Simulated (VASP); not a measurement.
# GaH5Pd (P4/mmm) in VASP: settings compared

GaH5Pd is run at these levels: PBEsol, r2SCAN+rVV10; tasks: single point, relaxation of cell and atoms.

Everything below comes from runs of VASP 6.6.1. Logs are shortened: lines on timing, memory, paths and dates and some standing lists are left out, and cuts for length are marked.

### Step 1. The cell of the first run

Symmetry: P4/mmm, No. 123, tetragonal system. The conventional cell has a = 2.938 Å, b = 2.938 Å, c = 6.457 Å, α = 90.00°, β = 90.00°, γ = 90.00°. Ga (site symmetry 4/mmm) has 12 H at 2.08 to 2.65 Å within 2.8 Å. Within 2.4 Å of Pd (site symmetry 4/mmm) lie 8 H at 1.79 Å. H (site symmetry 2mm) has 2 Pd at 1.79 Å and 5 H at 2.04 to 2.08 Å within 2.4 Å. Within 2.8 Å of H (site symmetry 4/mmm) lie 4 Ga at 2.08 Å and 8 H at 2.65 Å.

### Step 2. Single point, PBEsol

Contents of INCAR:

```
ALGO = Normal
EDIFF = 1E-7
ENCUT = 520
GGA = PS
ISIF = 2
ISMEAR = -1
LASPH = T
LCHARG = F
LREAL = F
LWAVE = F
NBANDS = 23
NELM = 60
PREC = Accurate
SIGMA = 0.03
```

Contents of KPOINTS:

```
k-points
0
Gamma
  6 6 4
```

Contents of POSCAR:

```
GaH5Pd
1.0
    2.9380474746      0.0000000000      0.0000000000
    0.0000000000      2.9380474746      0.0000000000
    0.0000000000      0.0000000000      6.4571684151
Ga Pd H
1 1 5
Direct
    0.5000000000      0.5000000000      0.0000000000
    0.0000000000      0.0000000000      0.5000000000
    0.0000000000      0.5000000000      0.3419713414
    0.0000000000      0.5000000000      0.6580286586
    0.5000000000      0.0000000000      0.3419713414
    0.5000000000      0.0000000000      0.6580286586
    0.0000000000      0.0000000000      0.0000000000
```

Potentials or basis: VASP PAW PBE potentials, release 64 (Ga_d, Pd, H).

Command:

```console
> cat potpaw_PBE.64/Ga_d/POTCAR potpaw_PBE.64/Pd/POTCAR potpaw_PBE.64/H/POTCAR > POTCAR
> mpirun -np 1 vasp_std > vasp.out
```

OUTCAR:

```text
EDIFF = 1E-7
   ENCUT = 520
   GGA = PS
   ISIF = 2
   ISMEAR = -1
   LASPH = T
   LREAL = F
   NELM = 60
   PREC = Accurate

 ion  position               nearest neighbor table
   1  0.500  0.500  0.000-
   2  0.000  0.000  0.500-   3 1.79   4 1.79   5 1.79   6 1.79   3 1.79   4 1.79   5 1.79   6 1.79

   3  0.000  0.500  0.342-   2 1.79   2 1.79
   4  0.000  0.500  0.658-   2 1.79   2 1.79
   5  0.500  0.000  0.342-   2 1.79   2 1.79
   6  0.500  0.000  0.658-   2 1.79   2 1.79
   7  0.000  0.000  0.000-

  LATTYP: Found a simple tetragonal cell.
 ALAT       =     2.9380474746
 C/A-ratio  =     2.1977753835

  Lattice vectors:

 A1 = (   2.9380474746,   0.0000000000,   0.0000000000)
 A2 = (   0.0000000000,   2.9380474746,   0.0000000000)
 A3 = (   0.0000000000,   0.0000000000,   6.4571684151)

Analysis of symmetry for initial positions (statically):
=====================================================================
 Subroutine PRICEL returns:
 Original cell was already a primitive cell.

 Routine SETGRP: Setting up the symmetry group for a
 simple tetragonal supercell.

 Subroutine GETGRP returns: Found 16 space group operations
 (whereof 16 operations were pure point group operations)
 out of a pool of 16 trial point group operations.

The static configuration has the point symmetry D_4h.

Analysis of symmetry for dynamics (positions and initial velocities):
=====================================================================
 Subroutine PRICEL returns:
 Original cell was already a primitive cell.

 Routine SETGRP: Setting up the symmetry group for a
 simple tetragonal supercell.

 Subroutine GETGRP returns: Found 16 space group operations
 (whereof 16 operations were pure point group operations)
 out of a pool of 16 trial point group operations.

The dynamic configuration has the point symmetry D_4h.

 Subroutine INISYM returns: Found 16 space group operations
 (whereof 16 operations are pure point group operations),
 and found     1 'primitive' translations

----------------------------------------------------------------------------------------

                                     Primitive cell

  volume of cell :      55.7391

  direct lattice vectors                    reciprocal lattice vectors
     2.938047475  0.000000000  0.000000000     0.340362097  0.000000000  0.000000000
     0.000000000  2.938047475  0.000000000     0.000000000  0.340362097  0.000000000
     0.000000000  0.000000000  6.457168415     0.000000000  0.000000000  0.154866644

  length of vectors
     2.938047475  2.938047475  6.457168415     0.340362097  0.340362097  0.154866644

  position of ions in fractional coordinates (direct lattice)
     0.500000000  0.500000000  0.000000000
     0.000000000  0.000000000  0.500000000
     0.000000000  0.500000000  0.341971341
     0.000000000  0.500000000  0.658028659
     0.500000000  0.000000000  0.341971341
     0.500000000  0.000000000  0.658028659
     0.000000000  0.000000000  0.000000000

  ion indices of the primitive-cell ions
   primitive index   ion index
                 1           1
                 2           2
                 3           3
                 4           4
                 5           5
                 6           6
                 7           7

----------------------------------------------------------------------------------------

 KPOINTS: k-points

Automatic generation of k-mesh.
 Grid dimensions read from file:
 generate k-points for:    6    6    4

 Generating k-lattice:

  Cartesian coordinates                     Fractional coordinates (reciprocal lattice)
     0.056727016  0.000000000  0.000000000     0.166666667  0.000000000  0.000000000
     0.000000000  0.056727016  0.000000000     0.000000000  0.166666667  0.000000000
     0.000000000  0.000000000  0.038716661     0.000000000  0.000000000  0.250000000

  Length of vectors
     0.056727016  0.056727016  0.038716661

  Shift w.r.t. Gamma in fractional coordinates (k-lattice)
     0.000000000  0.000000000  0.000000000

 Subroutine IBZKPT returns following result:
 ===========================================

 Found     30 irreducible k-points:

 Following reciprocal coordinates:
            Coordinates               Weight
  0.000000  0.000000  0.000000      1.000000
  0.166667  0.000000  0.000000      4.000000
  0.333333  0.000000  0.000000      4.000000
  0.500000  0.000000  0.000000      2.000000
  0.166667  0.166667  0.000000      4.000000
  0.333333  0.166667  0.000000      8.000000
[... 16 lines left out ...]
  0.333333  0.000000  0.500000      4.000000
  0.500000  0.000000  0.500000      2.000000
 [... further k-points ...]
   k-points           NKPTS =     30   k-points in BZ     NKDIM =     30   number of bands    NBANDS=     23
   number of dos      NEDOS =    301   number of ions     NIONS =      7
   total plane-waves  NPLWV =  27648
   dimension x,y,z NGX =    24 NGY =   24 NGZ =   48
   dimension x,y,z NGXF=    48 NGYF=   48 NGZF=   96
   ions per type =               1   1   5
   NGX,Y,Z   is equivalent  to a cutoff of  13.58, 13.58, 12.36 a.u.
   NGXF,Y,Z  is equivalent  to a cutoff of  27.16, 27.16, 24.72 a.u.
 SYSTEM =  unknown system
   PREC   = accura    normal or accurate (medium, high low for compatibility)
   ISTART =      0    job   : 0-new  1-cont  2-samecut
   ICHARG =      2    charge: 1-file 2-atom 10-const
   ISPIN  =      1    spin polarized calculation?
   LNONCOLLINEAR =      F non collinear calculations
   LSORBIT =      F    spin-orbit coupling
   LASPH  =      T    aspherical Exc in radial PAW
   ENCUT  =  520.0 eV  38.22 Ry    6.18 a.u.   5.46  5.46 12.01*2*pi/ulx,y,z
   NELM   =     60;   NELMIN=  2; NELMDL= -5     # of ELM steps
   EDIFF  = 0.1E-06   stopping-criterion for ELM
   LREAL  =      F    real-space projection
   EDIFFG = 0.1E-05   stopping-criterion for IOM
   NSW    =      0    number of steps for IOM
   IBRION =     -1    ionic relax: 0-MD 1-quasi-New 2-CG
   NFREE  =      0    steps in history (QN), initial steepest desc. (CG)
   ISIF   =      2    stress and relaxation
   ISYM   =      2    0-nonsym 1-usesym 2-fastsym
   POTIM  = 0.5000    time-step for ionic-motion
   TEBEG  =    0.0;   TEEND  =   0.0 temperature during run
   PSTRESS=    0.0 pullay stress
   NELECT =      28.0000    total number of electrons
   NUPDOWN=      -1.0000    fix difference up-down
   EMIN   =  10.00;   EMAX   =-10.00  energy-range for DOS
   EFERMI =   0.00;   METHOD = LEGACY
   ISMEAR =    -1;   SIGMA  =   0.03  broadening in eV -4-tet -1-fermi 0-gaus
   EFERMI_NEDOS =   21; number of points for ismear=-14 and -15
   IALGO  =     38    algorithm
   IMIX   =      4    mixing-type and parameters
     AMIX     =   0.40;   BMIX     =  1.00
     AMIX_MAG =   1.60;   BMIX_MAG =  1.00
  volume/ion in A,a.u.               =       7.96        53.74
  Fermi-wavevector in a.u.,A,eV,Ry     =   1.301390  2.459271 23.043058  1.693617
  Thomas-Fermi vector in A             =   2.432527
   LORBIT       =      0    0 simple, 1 ext, 2 COOP (PROOUT), +10 PAW based schemes
   GGA     = PS    functional components
   LHFCALC =     F    Hartree Fock is set to
   AEXX    =    0.0000 exact exchange contribution
   IVDW    =     0    specifies the selected vdW correction
   LEPSILON=     F    determine dielectric tensor
   LRPA    =     F    only Hartree local field effects (RPA)
 non-spin polarized calculation
  energy-cutoff  :      520.00
  volume of cell :       55.74
 maximum number of plane-waves:      1532
 NGX is ok and might be reduce to    24
   NGX = 11   NGY = 11   NGZ = 25

 number of electron      27.9999991 magnetization

 Free energy of the ion-electron system (eV)
  ---------------------------------------------------
  ext. energy  EPLUGINS =         0.00000000
  ---------------------------------------------------
  free energy    TOTEN  =       -24.04791935 eV

  energy without entropy =      -24.04750277  energy(sigma->0) =      -24.04771106

 E-fermi :   5.0785     XC(G=0): -10.9571

 val. band max:        4.9941856610   @ k =   0.5000   0.5000   0.0000
 cond. band min:       5.1872654184   @ k =   0.3333   0.3333   0.5000
 fundamental gap:      0.1930797574
 Fermi energy:         5.0784874580

 k-point     1 :       0.0000    0.0000    0.0000
  band No.  band energies     occupation
      1     -10.3008      2.00000
      2     -10.2550      2.00000
      3     -10.0771      2.00000
      4     -10.0771      2.00000
      5      -9.9703      2.00000
      6      -6.4544      2.00000
[... 15 lines left out ...]
     22      16.1304      0.00000
     23      16.5940      0.00000

 k-point     2 :       0.1667    0.0000    0.0000
  band No.  band energies     occupation
      1     -10.2757      2.00000
      2     -10.2013      2.00000
      3     -10.1064      2.00000
      4     -10.0747      2.00000
      5      -9.9936      2.00000
      6      -5.9754      2.00000
[... 15 lines left out ...]
     22      15.5260      0.00000
     23      16.9270      0.00000

 k-point     3 :       0.3333    0.0000    0.0000
  band No.  band energies     occupation
      1     -10.2484      2.00000
      2     -10.1635      2.00000
      3     -10.0776      2.00000
      4     -10.0699      2.00000
      5     -10.0397      2.00000
      6      -4.6297      2.00000
[... 15 lines left out ...]
     22      16.0578      0.00000
     23      18.7664      0.00000
[... 495 lines left out ...]
 k-point    23 :       0.3333    0.0000    0.5000
  band No.  band energies     occupation
      1     -10.2482      2.00000
      2     -10.1647      2.00000
      3     -10.0775      2.00000
      4     -10.0699      2.00000
      5     -10.0397      2.00000
      6      -4.0798      2.00000
[... 15 lines left out ...]
     22      17.2025      0.00000
     23      17.8059      0.00000

 k-point    24 :       0.5000    0.0000    0.5000
  band No.  band energies     occupation
      1     -10.2365      2.00000
      2     -10.1927      2.00000
      3     -10.0676      2.00000
      4     -10.0625      2.00000
      5     -10.0171      2.00000
      6      -3.1403      2.00000
[... 15 lines left out ...]
     22      17.6223      0.00000
     23      17.7618      0.00000

 [... further k-points ...]
[... 5 lines left out ...]
  --------------------------------------------------------------------------------------
  -------------------------------------------------------------------------------------
  Total       -0.0433849     -0.0433849     -0.0368067      0.0000000      0.0000000      0.0000000
  in kB       -1.2470664     -1.2470664     -1.0579800      0.0000000      0.0000000      0.0000000
  external PRESSURE =      -1.1840376 kB  Pullay stress =       0.0000000 kB

 VOLUME and BASIS-vectors are now :
 -----------------------------------------------------------------------------
  energy-cutoff  :      520.00
  volume of cell :       55.74
      direct lattice vectors                 reciprocal lattice vectors
     2.938047475  0.000000000  0.000000000     0.340362097  0.000000000  0.000000000
     0.000000000  2.938047475  0.000000000     0.000000000  0.340362097  0.000000000
     0.000000000  0.000000000  6.457168415     0.000000000  0.000000000  0.154866644

 POSITION                                       TOTAL-FORCE (eV/Angst)
 -----------------------------------------------------------------------------------
      1.46902      1.46902      0.00000         0.000000      0.000000      0.000000
      0.00000      0.00000      3.22858         0.000000      0.000000      0.000000
      0.00000      1.46902      2.20817         0.000000     -0.000000     -0.003722
      0.00000      1.46902      4.24900        -0.000000     -0.000000      0.003722
      1.46902      0.00000      2.20817        -0.000000      0.000000     -0.003722
      1.46902      0.00000      4.24900         0.000000     -0.000000      0.003722
      0.00000      0.00000      0.00000         0.000000      0.000000      0.000000
 -----------------------------------------------------------------------------------
    total drift:                                0.000000     -0.000000     -0.000000

  FREE ENERGIE OF THE ION-ELECTRON SYSTEM (eV)
  ---------------------------------------------------
  free  energy   TOTEN  =       -24.0479193511 eV

  energy  without entropy=      -24.0475027672  energy(sigma->0) =      -24.04771106
```

Run time: 25 s. Hardware: 1 thread of Intel Xeon 6975P-C (Granite Rapids), shared host; peak memory 0.19 GiB.

What came out:

| Quantity | Value |
| --- | --- |
| Free energy | -24.0479 eV |
| Pressure | -0.1 GPa |
| Largest force | 0.004 eV/Å |
| Band gap on the k mesh | zero (band 14 reaches 7.15 eV, above the bottom of band 15 at 3.85 eV) |

Forces on the atoms (eV/Å):
```
Ga   0.000  0.000  0.000
Pd   0.000  0.000  0.000
H    0.000  0.000 -0.004
H    0.000  0.000  0.004
H    0.000  0.000 -0.004
H    0.000  0.000  0.004
H    0.000  0.000  0.000
```

Caveat: the PAW data sets were made with another functional, which shifts forces and pressure a little.

### Step 3. Single point, r2SCAN+rVV10

This run uses another cell than the first one, of 8.21 Å³/atom, 1.031 times its volume.

Contents of POSCAR:

```
GaH5Pd
1.0
    2.9895791078      0.0000000000      0.0000000000
    0.0000000000      2.9895791078      0.0000000000
    0.0000000000      0.0000000000      6.4297716452
Ga Pd H
1 1 5
Direct
    0.5000000000      0.5000000000      0.0000000000
    0.0000000000      0.0000000000      0.5000000000
    0.0000000000      0.5000000000      0.3473386186
    0.0000000000      0.5000000000      0.6526613814
    0.5000000000      0.0000000000      0.3473386186
    0.5000000000      0.0000000000      0.6526613814
    0.0000000000      0.0000000000      0.0000000000
```

Contents of INCAR.step1:

```
PREC     = Accurate       # precision mode
ENCUT    = 520            # plane-wave cutoff, eV
ISMEAR   = -1             # smearing method
SIGMA    = 0.03           # smearing width, eV
LREAL    = F              # projectors in reciprocal space
LASPH    = T              # aspherical terms in the spheres
NELM     = 60             # most SCF steps
NBANDS   = 23             # bands
GGA      = PE             # functional
ALGO     = Normal         # electronic algorithm
EDIFF    = 1E-4           # SCF threshold, eV
LWAVE    = T              # write WAVECAR
LCHARG   = F              # write CHGCAR
```

Contents of INCAR.step2:

```
PREC     = Accurate       # precision mode
ENCUT    = 520            # plane-wave cutoff, eV
EDIFF    = 1E-6           # SCF threshold, eV
ISMEAR   = -1             # smearing method
SIGMA    = 0.03           # smearing width, eV
LREAL    = F              # projectors in reciprocal space
LASPH    = T              # aspherical terms in the spheres
NELM     = 60             # most SCF steps
ALGO     = Normal         # electronic algorithm
ISIF     = 2              # what is computed and relaxed
LWAVE    = F              # write WAVECAR
LCHARG   = F              # write CHGCAR
METAGGA  = R2SCAN         # meta-GGA
LMIXTAU  = T            
LUSE_VDW = T            
IVDW_NL  = 2            
BPARAM   = 11.95        
CPARAM   = 0.0093       
NBANDS   = 23             # bands
ISTART   = 1
```

Contents of KPOINTS:

```
Automatic mesh
0
Gamma
  8 8 4
```

Potentials or basis: VASP PAW PBE potentials, release 64 (Ga_d, Pd, H).

Command:

```console
> cat potpaw_PBE.64/Ga_d/POTCAR potpaw_PBE.64/Pd/POTCAR potpaw_PBE.64/H/POTCAR > POTCAR
> cp INCAR.step1 INCAR
> mpirun -np 1 vasp_std > vasp.out
> cp INCAR.step2 INCAR
> mpirun -np 1 vasp_std > vasp.out
```

Run time: 2.2 min. Hardware: 1 thread of Intel Xeon 6975P-C (Granite Rapids), shared host; peak memory 0.33 GiB.

It converged, with:

```
Free energy            : -48.2110 eV
Pressure               : 0.1 GPa
Largest force          : 0.016 eV/Å
Band gap on the k mesh : zero (band 14 reaches 6.77 eV, above the bottom of band 15 at 3.29 eV)
```

Forces on the atoms (eV/Å):
```
Ga   0.000  0.000  0.000
Pd   0.000  0.000  0.000
H    0.000  0.000 -0.016
H    0.000  0.000  0.016
H    0.000  0.000 -0.016
H    0.000  0.000  0.016
H    0.000  0.000  0.000
```

Stress tensor (GPa, compression positive):
```
0.16 0.00 0.00
0.00 0.16 0.00
0.00 0.00 0.05
```

Levels at points of the mesh, in eV from the Fermi level:
| k point | band 12 | band 13 | band 14 | band 15 | band 16 | band 17 |
| --- | --- | --- | --- | --- | --- | --- |
| (0.00, 0.00, 0.00) | -3.75 | -2.90 | 2.21 | 3.14 | 4.68 | 5.77 |
| (0.50, 0.00, 0.00) | -3.64 | -3.60 | -2.98 | -0.86 | 1.19 | 7.59 |
| (0.50, 0.50, 0.00) | -2.52 | -2.22 | -1.31 | 0.45 | 0.45 | 3.82 |
| (0.00, 0.00, 0.50) | -3.75 | -2.90 | 1.35 | 2.16 | 5.07 | 5.93 |
| (0.50, 0.00, 0.50) | -3.73 | -3.60 | -1.90 | -1.10 | 3.51 | 4.20 |
| (0.50, 0.50, 0.50) | -2.58 | -2.52 | -1.44 | -0.22 | -0.22 | 4.12 |

Caveat: the PAW data sets were made with another functional, which shifts forces and pressure a little.

(Continued in part 2 of 2.)
